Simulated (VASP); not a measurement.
# TaN (Fm-3m) in VASP: settings compared

TaN is run at these levels: PBE+D4, BLYP+D4; tasks: single point.

Everything below comes from runs of VASP 6.6.1. Logs are shortened: lines on timing, memory, paths and dates and some standing lists are left out, and cuts for length are marked.

## (1) The cell of the first run

It takes space group Fm-3m (No. 225, cubic). Conventional cell: a = 4.394 Å, b = 4.394 Å, c = 4.394 Å, α = 90.00°, β = 90.00°, γ = 90.00°. Ta (site symmetry m-3m) has 6 N at 2.20 Å within 2.9 Å. Within 2.9 Å of N (site symmetry m-3m) lie 6 Ta at 2.20 Å.

## (2) Single point, PBE+D4

Contents of INCAR:

```
PREC = Accurate
ENCUT = 520
EDIFF = 1E-7
ISMEAR = -1
SIGMA = 0.05
LREAL = F
LASPH = T
NELM = 100
ALGO = Normal
ISIF = 2
LWAVE = F
LCHARG = F
GGA = PE
IVDW = 13
NBANDS = 15
```

Contents of KPOINTS:

```
Automatic mesh
0
Gamma
  10 10 10
```

Contents of POSCAR:

```
TaN
1.0
    0.0000000000      2.1971779698      2.1971779698
    2.1971779698      0.0000000000      2.1971779698
    2.1971779698      2.1971779698      0.0000000000
Ta N
1 1
Direct
    0.5000000000      0.5000000000      0.5000000000
    0.0000000000      0.0000000000      0.0000000000
```

Potentials or basis: VASP PAW PBE potentials, release 64 (Ta_pv, N).

On the command line:

```sh
cat potpaw_PBE.64/Ta_pv/POTCAR potpaw_PBE.64/N/POTCAR > POTCAR
mpirun -np 1 vasp_std > vasp.out
```

OUTCAR:

```text
PREC = Accurate
   ENCUT = 520
   EDIFF = 1E-7
   ISMEAR = -1
   LREAL = F
   LASPH = T
   NELM = 100
   ISIF = 2
   GGA = PE
   IVDW = 13

 ion  position               nearest neighbor table
   1  0.500  0.500  0.500-   2 2.20   2 2.20   2 2.20   2 2.20   2 2.20   2 2.20
   2  0.000  0.000  0.000-   1 2.20   1 2.20   1 2.20   1 2.20   1 2.20   1 2.20

  LATTYP: Found a face centered cubic cell.
 ALAT       =     4.3943559396

  Lattice vectors:

 A1 = (   0.0000000000,   2.1971779698,   2.1971779698)
 A2 = (   2.1971779698,   0.0000000000,   2.1971779698)
 A3 = (   2.1971779698,   2.1971779698,   0.0000000000)

Analysis of symmetry for initial positions (statically):
=====================================================================
 Subroutine PRICEL returns:
 Original cell was already a primitive cell.

 Routine SETGRP: Setting up the symmetry group for a
 face centered cubic supercell.

 Subroutine GETGRP returns: Found 48 space group operations
 (whereof 48 operations were pure point group operations)
 out of a pool of 48 trial point group operations.

The static configuration has the point symmetry O_h .

Analysis of symmetry for dynamics (positions and initial velocities):
=====================================================================
 Subroutine PRICEL returns:
 Original cell was already a primitive cell.

 Routine SETGRP: Setting up the symmetry group for a
 face centered cubic supercell.

 Subroutine GETGRP returns: Found 48 space group operations
 (whereof 48 operations were pure point group operations)
 out of a pool of 48 trial point group operations.

The dynamic configuration has the point symmetry O_h .

 Subroutine INISYM returns: Found 48 space group operations
 (whereof 48 operations are pure point group operations),
 and found     1 'primitive' translations

----------------------------------------------------------------------------------------

                                     Primitive cell

  volume of cell :      21.2142

  direct lattice vectors                    reciprocal lattice vectors
     0.000000000  2.197177970  2.197177970    -0.227564634  0.227564634  0.227564634
     2.197177970  0.000000000  2.197177970     0.227564634 -0.227564634  0.227564634
     2.197177970  2.197177970  0.000000000     0.227564634  0.227564634 -0.227564634

  length of vectors
     3.107278884  3.107278884  3.107278884     0.394153508  0.394153508  0.394153508

  position of ions in fractional coordinates (direct lattice)
     0.500000000  0.500000000  0.500000000
     0.000000000  0.000000000  0.000000000

  ion indices of the primitive-cell ions
   primitive index   ion index
                 1           1
                 2           2

----------------------------------------------------------------------------------------

 KPOINTS: Automatic mesh

Automatic generation of k-mesh.
 Grid dimensions read from file:
 generate k-points for:   10   10   10

 Generating k-lattice:

  Cartesian coordinates                     Fractional coordinates (reciprocal lattice)
    -0.022756463  0.022756463  0.022756463     0.100000000  0.000000000  0.000000000
     0.022756463 -0.022756463  0.022756463     0.000000000  0.100000000  0.000000000
     0.022756463  0.022756463 -0.022756463     0.000000000  0.000000000  0.100000000

  Length of vectors
     0.039415351  0.039415351  0.039415351

  Shift w.r.t. Gamma in fractional coordinates (k-lattice)
     0.000000000  0.000000000  0.000000000

 Subroutine IBZKPT returns following result:
 ===========================================

 Found     47 irreducible k-points:

 Following reciprocal coordinates:
            Coordinates               Weight
  0.000000  0.000000  0.000000      1.000000
  0.100000  0.000000  0.000000      8.000000
  0.200000  0.000000  0.000000      8.000000
  0.300000  0.000000  0.000000      8.000000
  0.400000  0.000000  0.000000      8.000000
  0.500000  0.000000  0.000000      4.000000
[... 16 lines left out ...]
  0.300000  0.300000  0.000000      6.000000
  0.400000  0.300000  0.000000     24.000000
 [... further k-points ...]
   k-points           NKPTS =     47   k-points in BZ     NKDIM =     47   number of bands    NBANDS=     15
   number of dos      NEDOS =    301   number of ions     NIONS =      2
   total plane-waves  NPLWV =  13824
   dimension x,y,z NGX =    24 NGY =   24 NGZ =   24
   dimension x,y,z NGXF=    48 NGYF=   48 NGZF=   48
   ions per type =               1   1
   NGX,Y,Z   is equivalent  to a cutoff of  12.84, 12.84, 12.84 a.u.
   NGXF,Y,Z  is equivalent  to a cutoff of  25.68, 25.68, 25.68 a.u.
 SYSTEM =  unknown system
   PREC   = accura    normal or accurate (medium, high low for compatibility)
   ISTART =      0    job   : 0-new  1-cont  2-samecut
   ICHARG =      2    charge: 1-file 2-atom 10-const
   ISPIN  =      1    spin polarized calculation?
   LNONCOLLINEAR =      F non collinear calculations
   LSORBIT =      F    spin-orbit coupling
   LASPH  =      T    aspherical Exc in radial PAW
   ENCUT  =  520.0 eV  38.22 Ry    6.18 a.u.   5.78  5.78  5.78*2*pi/ulx,y,z
   NELM   =    100;   NELMIN=  2; NELMDL= -5     # of ELM steps
   EDIFF  = 0.1E-06   stopping-criterion for ELM
   LREAL  =      F    real-space projection
   EDIFFG = 0.1E-05   stopping-criterion for IOM
   NSW    =      0    number of steps for IOM
   IBRION =     -1    ionic relax: 0-MD 1-quasi-New 2-CG
   NFREE  =      0    steps in history (QN), initial steepest desc. (CG)
   ISIF   =      2    stress and relaxation
   ISYM   =      2    0-nonsym 1-usesym 2-fastsym
   POTIM  = 0.5000    time-step for ionic-motion
   TEBEG  =    0.0;   TEEND  =   0.0 temperature during run
   PSTRESS=    0.0 pullay stress
   NELECT =      16.0000    total number of electrons
   NUPDOWN=      -1.0000    fix difference up-down
   EMIN   =  10.00;   EMAX   =-10.00  energy-range for DOS
   EFERMI =   0.00;   METHOD = LEGACY
   ISMEAR =    -1;   SIGMA  =   0.05  broadening in eV -4-tet -1-fermi 0-gaus
   EFERMI_NEDOS =   21; number of points for ismear=-14 and -15
   IALGO  =     38    algorithm
   IMIX   =      4    mixing-type and parameters
     AMIX     =   0.40;   BMIX     =  1.00
     AMIX_MAG =   1.60;   BMIX_MAG =  1.00
  volume/ion in A,a.u.               =      10.61        71.58
  Fermi-wavevector in a.u.,A,eV,Ry     =   1.490183  2.816037 30.213713  2.220645
  Thomas-Fermi vector in A             =   2.602997
   LORBIT       =      0    0 simple, 1 ext, 2 COOP (PROOUT), +10 PAW based schemes
   GGA     = PE    functional components
   LHFCALC =     F    Hartree Fock is set to
   AEXX    =    0.0000 exact exchange contribution
   IVDW    =    13    specifies the selected vdW correction
   LEPSILON=     F    determine dielectric tensor
   LRPA    =     F    only Hartree local field effects (RPA)
 non-spin polarized calculation
  energy-cutoff  :      520.00
  volume of cell :       21.21
 maximum number of plane-waves:       588
   NGX = 11   NGY = 11   NGZ = 11

 number of electron      16.0000002 magnetization

 Free energy of the ion-electron system (eV)
  ---------------------------------------------------
  ext. energy  EPLUGINS =         0.00000000
  ---------------------------------------------------
  free energy    TOTEN  =       -21.83495106 eV

  energy without entropy =      -21.82915681  energy(sigma->0) =      -21.83205394

 E-fermi :   9.5995     XC(G=0): -13.4513

 val. band max:        9.5034927594   @ k =  -0.2000   0.2000   0.0000
 cond. band min:       9.6320441089   @ k =   0.0000   0.0000   0.0000
 fundamental gap:      0.1285513495
 Fermi energy:         9.5994750296

 k-point     1 :       0.0000    0.0000    0.0000
  band No.  band energies     occupation
      1     -26.2126      2.00000
      2     -26.2126      2.00000
      3     -26.2126      2.00000
      4      -9.3022      2.00000
      5       5.7499      2.00000
      6       5.7499      2.00000
      7       5.7499      2.00000
      8       7.4560      2.00000
      9       7.4560      2.00000
     10       7.4560      2.00000
     11       9.6320      0.68536
     12       9.6320      0.68535
     13      11.1155      0.00000
     14      18.9783      0.00000
     15      21.9225      0.00000

 k-point     2 :       0.1000    0.0000    0.0000
  band No.  band energies     occupation
      1     -26.3009      2.00000
      2     -26.2207      2.00000
      3     -26.2207      2.00000
      4      -9.0615      2.00000
      5       4.6394      2.00000
      6       4.9996      2.00000
      7       4.9996      2.00000
      8       7.8161      2.00000
      9       7.8161      2.00000
     10       7.8892      2.00000
     11      10.5557      0.00000
     12      10.5557      0.00000
     13      11.8174      0.00000
     14      19.7128      0.00000
     15      21.9221      0.00000

 k-point     3 :       0.2000    0.0000    0.0000
  band No.  band energies     occupation
      1     -26.5250      2.00000
      2     -26.2417      2.00000
      3     -26.2417      2.00000
      4      -8.4048      2.00000
      5       2.8009      2.00000
      6       3.8033      2.00000
      7       3.8033      2.00000
      8       8.4386      2.00000
      9       8.6329      2.00000
     10       8.6329      2.00000
     11      12.4546      0.00000
     12      12.4546      0.00000
     13      13.2765      0.00000
     14      21.4060      0.00000
     15      21.9220      0.00000
[... 343 lines left out ...]
 k-point    23 :       0.3000    0.3000    0.0000
  band No.  band energies     occupation
      1     -26.7219      2.00000
      2     -26.4003      2.00000
      3     -26.4003      2.00000
      4      -7.8757      2.00000
      5       1.3921      2.00000
      6       4.6746      2.00000
      7       4.6746      2.00000
      8       4.9877      2.00000
      9      10.8839      0.00000
     10      11.9997      0.00000
     11      11.9997      0.00000
     12      12.5287      0.00000
     13      17.9089      0.00000
     14      21.8951      0.00000
     15      22.6369      0.00000

 k-point    24 :       0.4000    0.3000    0.0000
  band No.  band energies     occupation
      1     -26.8236      2.00000
      2     -26.4561      2.00000
      3     -26.4302      2.00000
      4      -7.7391      2.00000
      5       1.6145      2.00000
      6       3.6713      2.00000
      7       4.3619      2.00000
      8       5.6932      2.00000
      9      11.7523      0.00000
     10      12.5052      0.00000
     11      12.5854      0.00000
     12      13.4835      0.00000
     13      17.9975      0.00000
     14      20.2869      0.00000
     15      21.9363      0.00000

 [... further k-points ...]

------------------------ aborting loop because EDIFF is reached ----------------------------------------

  DFT-D4 for vdW energy calculation

  Edisp (eV):   -0.63925

  FORCE on cell =-STRESS in cart. coord.  units (eV):
  Direction    XX          YY          ZZ          XY          YZ          ZX
  --------------------------------------------------------------------------------------
  -------------------------------------------------------------------------------------
  Total       0.09633     0.09633     0.09633     0.00000     0.00000     0.00000
  in kB       7.27559     7.27559     7.27559     0.00000     0.00000     0.00000
  external pressure =        7.28 kB  Pullay stress =        0.00 kB

 VOLUME and BASIS-vectors are now :
 -----------------------------------------------------------------------------
  energy-cutoff  :      520.00
  volume of cell :       21.21
      direct lattice vectors                 reciprocal lattice vectors
     0.000000000  2.197177970  2.197177970    -0.227564634  0.227564634  0.227564634
     2.197177970  0.000000000  2.197177970     0.227564634 -0.227564634  0.227564634
     2.197177970  2.197177970  0.000000000     0.227564634  0.227564634 -0.227564634

 POSITION                                       TOTAL-FORCE (eV/Angst)
 -----------------------------------------------------------------------------------
      2.19718      2.19718      2.19718         0.000000     -0.000000      0.000000
      0.00000      0.00000      0.00000        -0.000000      0.000000     -0.000000
 -----------------------------------------------------------------------------------
    total drift:                                0.000000     -0.000000     -0.000000

  FREE ENERGIE OF THE ION-ELECTRON SYSTEM (eV)
  ---------------------------------------------------
  free  energy   TOTEN  =       -22.4742047444 eV

  energy  without entropy=      -22.4684104958  energy(sigma->0) =      -22.47130762
```

It took 5.9 s on 1 thread of Intel Xeon 6975P-C (Granite Rapids), shared host; peak memory 0.14 GiB.

Results:

* Free energy: -22.4742 eV
* Pressure: 0.7 GPa
* Band gap on the k mesh: zero (band 8 reaches 11.48 eV, above the bottom of band 9 at 7.46 eV)
* Dispersion energy per atom: -0.320 eV

Levels at points of the mesh, in eV from the Fermi level:
```tsv
k point	band 5	band 6	band 7	band 8	band 9	band 10	band 11	band 12
(0.00, 0.00, 0.00)	-3.85	-3.85	-3.85	-2.14	-2.14	-2.14	0.03	0.03
(0.50, 0.00, 0.00)	-10.42	-7.62	-7.62	1.88	1.88	1.97	3.81	7.53
(0.50, 0.50, 0.00)	-6.67	-5.51	-4.66	-4.66	2.09	3.52	3.52	4.53
```

Caveat: spin-orbit coupling is left out, which moves the levels of the heavy elements; pairwise dispersion overbinds metals, which lowers pressure and volume.

## (3) Single point, BLYP+D4

This run uses another cell than the first one, of 10.82 Å³/atom, 1.020 times its volume.

Contents of INCAR:

```
SYSTEM = TaN
PREC = Accurate
ENCUT = 520
EDIFF = 1E-7
ISMEAR = -1
SIGMA = 0.05
LREAL = .False.
LASPH = .True.
NELM = 60
ALGO = Normal
ISIF = 2
LWAVE = .False.
LCHARG = .False.
GGA = B5
ALDAX = 1.0
AGGAX = 1.0
AGGAC = 1.0
ALDAC = 0.0
IVDW = 13
VDW_S6 = 1.0
VDW_S8 = 2.34076671
VDW_A1 = 0.44488865
VDW_A2 = 4.0933009
NBANDS = 15
```

Contents of KPOINTS:

```
regular mesh
0
Gamma
  10 10 10
  0 0 0
```

Contents of POSCAR:

```
TaN
1.0
    0.0000000000      2.2119884523      2.2119884523
    2.2119884523      0.0000000000      2.2119884523
    2.2119884523      2.2119884523      0.0000000000
Ta N
1 1
Direct
    0.5000000000      0.5000000000      0.5000000000
    0.0000000000      0.0000000000      0.0000000000
```

Potentials or basis: VASP PAW PBE potentials, release 64 (Ta_pv, N).

On the command line:

```sh
cat potpaw_PBE.64/Ta_pv/POTCAR potpaw_PBE.64/N/POTCAR > POTCAR
mpirun -np 1 vasp_std > vasp.out
```

Run time: 9.7 s. Hardware: 1 thread of Intel Xeon 6975P-C (Granite Rapids), shared host; peak memory 0.15 GiB.

Results (log left out):

```
Free energy                : -21.0065 eV
Pressure                   : 1.9 GPa
Band gap on the k mesh     : zero (band 8 reaches 11.61 eV, above the bottom of band 9 at 7.81 eV)
Dispersion energy per atom : -0.589 eV
```

Levels at points of the mesh, in eV from the Fermi level:
```csv
k point,band 4,band 5,band 6,band 7,band 8,band 9,band 10,band 11,band 12,band 13
"(0.00, 0.00, 0.00)",-18.61,-3.80,-3.80,-3.80,-2.07,-2.07,-2.07,0.03,0.03,1.61
"(0.50, 0.00, 0.00)",-15.75,-10.09,-7.45,-7.45,1.73,1.73,1.86,4.17,7.21,7.21
"(0.50, 0.50, 0.00)",-17.44,-6.47,-5.24,-4.58,-4.58,1.98,3.28,3.28,4.31,6.73
```

Caveat: the PAW data sets were made with another functional, which shifts forces and pressure a little; spin-orbit coupling is left out, which moves the levels of the heavy elements; pairwise dispersion overbinds metals, which lowers pressure and volume.
